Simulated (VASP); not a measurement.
# P (Cmce) in VASP: single point with r2SCAN

Aim: the single point of P with r2SCAN.

All numbers are computed with VASP 6.6.1; they aren't measurements. Logs are shortened: lines on timing, memory, paths and dates and some standing lists are left out, and cuts for length are marked.

## (1) The cell of the first run

Symmetry: Cmce, No. 64, orthorhombic system. Conventional cell: a = 3.299 Å, b = 11.019 Å, c = 4.556 Å, α = 90.00°, β = 90.00°, γ = 90.00°. P (site symmetry m) has 3 P at 2.21 to 2.25 Å within 2.9 Å.

## (2) Single point, r2SCAN

File POSCAR:

```
P
1.0
    1.6497430990     -5.5093137153      0.0000000000
    1.6497430990      5.5093137153      0.0000000000
    0.0000000000      0.0000000000      4.5555657433
P
4
Direct
    0.0954389487      0.9045610513      0.0884683146
    0.5954389487      0.4045610513      0.4115316854
    0.9045610513      0.0954389487      0.9115316854
    0.4045610513      0.5954389487      0.5884683146
```

File INCAR.step1:

```
PREC     = Accurate       # precision mode
ENCUT    = 520            # plane-wave cutoff, eV
ISMEAR   = -1             # smearing method
SIGMA    = 0.05           # smearing width, eV
LREAL    = F              # projectors in reciprocal space
LASPH    = T              # aspherical terms in the spheres
NELM     = 60             # most SCF steps
NBANDS   = 18             # bands
GGA      = PE             # functional
ALGO     = Normal         # electronic algorithm
EDIFF    = 1E-4           # SCF threshold, eV
LWAVE    = T              # write WAVECAR
LCHARG   = F              # write CHGCAR
```

File INCAR.step2:

```
PREC     = Accurate       # precision mode
ENCUT    = 520            # plane-wave cutoff, eV
EDIFF    = 1E-6           # SCF threshold, eV
ISMEAR   = -1             # smearing method
SIGMA    = 0.05           # smearing width, eV
LREAL    = F              # projectors in reciprocal space
LASPH    = T              # aspherical terms in the spheres
NELM     = 60             # most SCF steps
ALGO     = Normal         # electronic algorithm
ISIF     = 2              # what is computed and relaxed
LWAVE    = F              # write WAVECAR
LCHARG   = F              # write CHGCAR
METAGGA  = R2SCAN         # meta-GGA
LMIXTAU  = T            
NBANDS   = 18             # bands
ISTART   = 1
```

File KPOINTS:

```
regular mesh
0
Gamma
  11 11 8
```

Potentials or basis: VASP PAW PBE potentials, release 64 (P).

Command:

```
$ cat potpaw_PBE.64/P/POTCAR > POTCAR
$ cp INCAR.step1 INCAR
$ mpirun -np 1 vasp_std > vasp.out
$ cp INCAR.step2 INCAR
$ mpirun -np 1 vasp_std > vasp.out
```

OUTCAR:

```text
PREC = Accurate
   ENCUT = 520
   EDIFF = 1E-6
   ISMEAR = -1
   LREAL = F
   LASPH = T
   NELM = 60
   ISIF = 2
   METAGGA = R2SCAN
   ISTART = 1

 ion  position               nearest neighbor table
   1  0.095  0.905  0.088-   2 2.21   2 2.21   3 2.25
   2  0.595  0.405  0.412-   1 2.21   1 2.21   4 2.25
   3  0.905  0.095  0.912-   4 2.21   4 2.21   1 2.25
   4  0.405  0.595  0.588-   3 2.21   3 2.21   2 2.25

  LATTYP: Found a base centered orthorhombic cell.
 ALAT       =     3.2994861980
 B/A-ratio  =     3.3394979610
 C/A-ratio  =     1.3806894377

  Lattice vectors:

 A1 = (   1.6497430990,  -5.5093137153,   0.0000000000)
 A2 = (   1.6497430990,   5.5093137153,   0.0000000000)
 A3 = (   0.0000000000,   0.0000000000,   4.5555657433)

Analysis of symmetry for initial positions (statically):
=====================================================================
 Subroutine PRICEL returns:
 Original cell was already a primitive cell.

 Routine SETGRP: Setting up the symmetry group for a
 base centered orthorhombic supercell.

 Subroutine GETGRP returns: Found  8 space group operations
 (whereof  4 operations were pure point group operations)
 out of a pool of  8 trial point group operations.

The static configuration has the point symmetry C_2h.
 The point group associated with its full space group is D_2h.

Analysis of symmetry for dynamics (positions and initial velocities):
=====================================================================
 Subroutine PRICEL returns:
 Original cell was already a primitive cell.

 Routine SETGRP: Setting up the symmetry group for a
 base centered orthorhombic supercell.

 Subroutine GETGRP returns: Found  8 space group operations
 (whereof  4 operations were pure point group operations)
 out of a pool of  8 trial point group operations.

The dynamic configuration has the point symmetry C_2h.
 The point group associated with its full space group is D_2h.

 Subroutine INISYM returns: Found  8 space group operations
 (whereof  4 operations are pure point group operations),
 and found     1 'primitive' translations

----------------------------------------------------------------------------------------

                                     Primitive cell

  volume of cell :      82.8106

  direct lattice vectors                    reciprocal lattice vectors
     1.649743099 -5.509313715  0.000000000     0.303077491 -0.090755405  0.000000000
     1.649743099  5.509313715  0.000000000     0.303077491  0.090755405  0.000000000
     0.000000000  0.000000000  4.555565743     0.000000000  0.000000000  0.219511704

  length of vectors
     5.751016424  5.751016424  4.555565743     0.316374002  0.316374002  0.219511704

  position of ions in fractional coordinates (direct lattice)
     0.095438949  0.904561051  0.088468315
     0.595438949  0.404561051  0.411531685
     0.904561051  0.095438949  0.911531685
     0.404561051  0.595438949  0.588468315

  ion indices of the primitive-cell ions
   primitive index   ion index
                 1           1
                 2           2
                 3           3
                 4           4

----------------------------------------------------------------------------------------

 KPOINTS: regular mesh

Automatic generation of k-mesh.
 Grid dimensions read from file:
 generate k-points for:   11   11    8

 Generating k-lattice:

  Cartesian coordinates                     Fractional coordinates (reciprocal lattice)
     0.027552499 -0.008250491  0.000000000     0.090909091  0.000000000  0.000000000
     0.027552499  0.008250491  0.000000000     0.000000000  0.090909091  0.000000000
     0.000000000  0.000000000  0.027438963     0.000000000  0.000000000  0.125000000

  Length of vectors
     0.028761273  0.028761273  0.027438963

  Shift w.r.t. Gamma in fractional coordinates (k-lattice)
     0.000000000  0.000000000  0.000000000

 Subroutine IBZKPT returns following result:
 ===========================================

 Found    180 irreducible k-points:

 Following reciprocal coordinates:
            Coordinates               Weight
  0.000000  0.000000  0.000000      1.000000
  0.090909 -0.000000  0.000000      4.000000
  0.181818  0.000000  0.000000      4.000000
  0.272727 -0.000000  0.000000      4.000000
  0.363636  0.000000  0.000000      4.000000
  0.454545  0.000000  0.000000      4.000000
[... 16 lines left out ...]
 -0.272727  0.181818  0.000000      4.000000
 -0.181818  0.181818  0.000000      2.000000
 [... further k-points ...]
   k-points           NKPTS =    180   k-points in BZ     NKDIM =    180   number of bands    NBANDS=     18
   number of dos      NEDOS =    301   number of ions     NIONS =      4
   total plane-waves  NPLWV =  82944
   dimension x,y,z NGX =    48 NGY =   48 NGZ =   36
   dimension x,y,z NGXF=    96 NGYF=   96 NGZF=   72
   ions per type =               4
   NGX,Y,Z   is equivalent  to a cutoff of  13.88, 13.88, 13.14 a.u.
   NGXF,Y,Z  is equivalent  to a cutoff of  27.75, 27.75, 26.27 a.u.
 SYSTEM =  unknown system
   PREC   = accura    normal or accurate (medium, high low for compatibility)
   ISTART =      1    job   : 0-new  1-cont  2-samecut
   ICHARG =      0    charge: 1-file 2-atom 10-const
   ISPIN  =      1    spin polarized calculation?
   LNONCOLLINEAR =      F non collinear calculations
   LSORBIT =      F    spin-orbit coupling
   LASPH  =      T    aspherical Exc in radial PAW
   ENCUT  =  520.0 eV  38.22 Ry    6.18 a.u.  10.69 10.69  8.47*2*pi/ulx,y,z
   NELM   =     60;   NELMIN=  2; NELMDL=  0     # of ELM steps
   EDIFF  = 0.1E-05   stopping-criterion for ELM
   LREAL  =      F    real-space projection
[... 7 lines left out ...]
   TEBEG  =    0.0;   TEEND  =   0.0 temperature during run
   PSTRESS=    0.0 pullay stress
   NELECT =      20.0000    total number of electrons
   NUPDOWN=      -1.0000    fix difference up-down
   EMIN   =  10.00;   EMAX   =-10.00  energy-range for DOS
   EFERMI =   0.00;   METHOD = LEGACY
   ISMEAR =    -1;   SIGMA  =   0.05  broadening in eV -4-tet -1-fermi 0-gaus
   EFERMI_NEDOS =   21; number of points for ismear=-14 and -15
   IALGO  =     38    algorithm
   IMIX   =      4    mixing-type and parameters
     AMIX     =   0.40;   BMIX     =  1.00
     AMIX_MAG =   1.60;   BMIX_MAG =  1.00
  volume/ion in A,a.u.               =      20.70       139.71
  Fermi-wavevector in a.u.,A,eV,Ry     =   1.019505  1.926585 14.141771  1.039391
  Thomas-Fermi vector in A             =   2.153023
   LORBIT       =      0    0 simple, 1 ext, 2 COOP (PROOUT), +10 PAW based schemes
   METAGGA = R2SCAN    functional components
   LHFCALC =     F    Hartree Fock is set to
   AEXX    =    0.0000 exact exchange contribution
   IVDW    =     0    specifies the selected vdW correction
   LEPSILON=     F    determine dielectric tensor
   LRPA    =     F    only Hartree local field effects (RPA)
 non-spin polarized calculation
  energy-cutoff  :      520.00
  volume of cell :       82.81
 maximum number of plane-waves:      2251
 NGX is ok and might be reduce to    48
   NGX = 21   NGY = 21   NGZ = 17

 number of electron      20.0000001 magnetization

 Free energy of the ion-electron system (eV)
  ---------------------------------------------------
  ext. energy  EPLUGINS =         0.00000000
  ---------------------------------------------------
  free energy    TOTEN  =       -35.92304121 eV

  energy without entropy =      -35.92294487  energy(sigma->0) =      -35.92299304

 E-fermi :   5.7763     XC(G=0):  -9.8052

 val. band max:        5.6079476148   @ k =  -0.4545   0.4545   0.0000
 cond. band min:       5.9494241329   @ k =  -0.4545   0.4545   0.0000
 fundamental gap:      0.3414765181
 Fermi energy:         5.7763320573

 k-point     1 :       0.0000    0.0000    0.0000
  band No.  band energies     occupation
      1     -10.8745      2.00000
      2      -8.0275      2.00000
      3      -4.5748      2.00000
      4      -1.3747      2.00000
      5       0.5262      2.00000
      6       0.5936      2.00000
[... 10 lines left out ...]
     17      12.9991      0.00000
     18      13.4147      0.00000

 k-point     2 :       0.0909   -0.0000    0.0000
  band No.  band energies     occupation
      1     -10.7682      2.00000
      2      -7.9253      2.00000
      3      -4.6182      2.00000
      4      -1.2823      2.00000
      5       0.3493      2.00000
      6       0.6723      2.00000
[... 10 lines left out ...]
     17      12.5274      0.00000
     18      12.9983      0.00000

 k-point     3 :       0.1818    0.0000    0.0000
  band No.  band energies     occupation
      1     -10.4511      2.00000
      2      -7.6189      2.00000
      3      -4.8281      2.00000
      4      -1.0156      2.00000
      5      -0.4515      2.00000
      6      -0.1010      2.00000
[... 10 lines left out ...]
     17      11.0634      0.00000
     18      12.8787      0.00000

 k-point     4 :       0.2727   -0.0000    0.0000
  band No.  band energies     occupation
      1      -9.9294      2.00000
      2      -7.1089      2.00000
      3      -5.3787      2.00000
      4      -1.7570      2.00000
      5      -0.6701      2.00000
      6      -0.6170      2.00000
[... 10 lines left out ...]
     17      12.1741      0.00000
     18      12.7913      0.00000

 k-point     5 :       0.3636    0.0000    0.0000
  band No.  band energies     occupation
      1      -9.2153      2.00000
      2      -6.3975      2.00000
      3      -6.2791      2.00000
      4      -3.1295      2.00000
      5      -0.6822      2.00000
      6      -0.2123      2.00000
[... 10 lines left out ...]
     17      12.6074      0.00000
     18      12.7541      0.00000

 k-point     6 :       0.4545    0.0000    0.0000
  band No.  band energies     occupation
      1      -8.3316      2.00000
      2      -7.3225      2.00000
      3      -5.4888      2.00000
      4      -4.3923      2.00000
      5      -0.3643      2.00000
      6      -0.0887      2.00000
[... 307 lines left out ...]
 k-point    21 :      -0.4545    0.1818    0.0000
  band No.  band energies     occupation
      1      -9.8657      2.00000
      2      -7.2669      2.00000
      3      -5.3896      2.00000
      4      -1.6646      2.00000
      5      -0.6764      2.00000
      6      -0.3524      2.00000
[... 10 lines left out ...]
     17      11.9706      0.00000
     18      12.1123      0.00000

 k-point    22 :      -0.3636    0.1818    0.0000
  band No.  band energies     occupation
      1     -10.3922      2.00000
      2      -7.7652      2.00000
      3      -4.8112      2.00000
      4      -0.7661      2.00000
      5      -0.4946      2.00000
      6      -0.1026      2.00000
[... 10 lines left out ...]
     17      11.2865      0.00000
     18      11.5503      0.00000

 k-point    23 :      -0.2727    0.1818    0.0000
  band No.  band energies     occupation
      1     -10.7194      2.00000
      2      -8.0474      2.00000
      3      -4.5902      2.00000
      4      -1.0806      2.00000
      5       0.1576      2.00000
      6       0.4837      2.00000
[... 10 lines left out ...]
     17      11.4527      0.00000
     18      12.5830      0.00000

 k-point    24 :      -0.1818    0.1818    0.0000
  band No.  band energies     occupation
      1     -10.8399      2.00000
      2      -8.1149      2.00000
      3      -4.5520      2.00000
      4      -1.2352      2.00000
      5       0.3471      2.00000
      6       0.4722      2.00000
[... 10 lines left out ...]
     17      12.3311      0.00000
     18      13.2453      0.00000

 [... further k-points ...]

------------------------ aborting loop because EDIFF is reached ----------------------------------------

  FORCE on cell =-STRESS in cart. coord.  units (eV):
  Direction    XX          YY          ZZ          XY          YZ          ZX
  --------------------------------------------------------------------------------------
  -------------------------------------------------------------------------------------
  Total       -0.3423068     -0.2657105     -0.3557027      0.0000000      0.0000000      0.0000000
  in kB       -6.6227743     -5.1408281     -6.8819512      0.0000000      0.0000000      0.0000000
  external PRESSURE =      -6.2151846 kB  Pullay stress =       0.0000000 kB

 VOLUME and BASIS-vectors are now :
 -----------------------------------------------------------------------------
  energy-cutoff  :      520.00
  volume of cell :       82.81
      direct lattice vectors                 reciprocal lattice vectors
     1.649743099 -5.509313715  0.000000000     0.303077491 -0.090755405  0.000000000
     1.649743099  5.509313715  0.000000000     0.303077491  0.090755405  0.000000000
     0.000000000  0.000000000  4.555565743     0.000000000  0.000000000  0.219511704

 POSITION                                       TOTAL-FORCE (eV/Angst)
 -----------------------------------------------------------------------------------
      1.64974      4.45771      0.40302         0.000000      0.059832      0.078431
      1.64974     -1.05161      1.87476         0.000000      0.059832     -0.078431
      1.64974     -4.45771      4.15254         0.000000     -0.059832     -0.078431
      1.64974      1.05161      2.68081         0.000000     -0.059832      0.078431
 -----------------------------------------------------------------------------------
    total drift:                               -0.000000     -0.000000      0.000000

  FREE ENERGIE OF THE ION-ELECTRON SYSTEM (eV)
  ---------------------------------------------------
  free  energy   TOTEN  =       -35.9230412143 eV

  energy  without entropy=      -35.9229448714  energy(sigma->0) =      -35.92299304
```

Run time: 12 min. Hardware: 1 thread of AMD EPYC 9R45 (Zen 5), shared host; peak memory 0.36 GiB.

What came out:

| Property | Result |
| --- | --- |
| Free energy | -35.9230 eV |
| Pressure | -0.6 GPa |
| Largest force | 0.099 eV/Å |
| Band gap on the k mesh | 0.34 eV |

Forces in eV/Å, atoms in the order of the input:
```
P    0.000  0.060  0.078
P    0.000  0.060 -0.078
P    0.000 -0.060 -0.078
P    0.000 -0.060  0.078
```

Caveat: the PAW data sets were made with another functional, which shifts forces and pressure a little.
